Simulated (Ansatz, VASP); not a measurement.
Rh in VASP and in Ansatz

```
Rh
1.0
     2.86110    0.00000    0.00000
    -1.43055    2.47779    0.00000
     0.00000    0.00000    4.52540
Rh
2
Direct
  0.66667 0.33333 0.75000
  0.33333 0.66667 0.25000
```

Alike in both runs: task single point; functional PBE; k mesh 18 × 18 × 10; occupations gaussian, width 0.15 eV; no spin polarisation.

```csv
,VASP,Ansatz
version,VASP 6.6.1,Ansatz 0.2.0
potentials or method,"VASP PAW PBE potentials, release 64 (Rh_pv), cutoff 520 eV","scalar-relativistic, plane waves, PAW"
valence electrons in the cell,30,34
```

|  | VASP | Ansatz | Ansatz less VASP |
| --- | --- | --- | --- |
| gap on the k mesh at the Fermi level (eV) | none | none | - |
| pressure (GPa) | -23.1 | -23.2 | -0.04 |
| traceless stress, the component that is largest in VASP (GPa) | 1.17 | 1.15 | -0.014 |

A gap of «none» marks a metal or a gap that the smearing closes. With one functional, cell and mesh, what is left measures potentials, basis and numerics. VASP's potentials hold 30 valence electrons a cell and Ansatz's 34, so a difference there can come from the potentials and not from the codes.
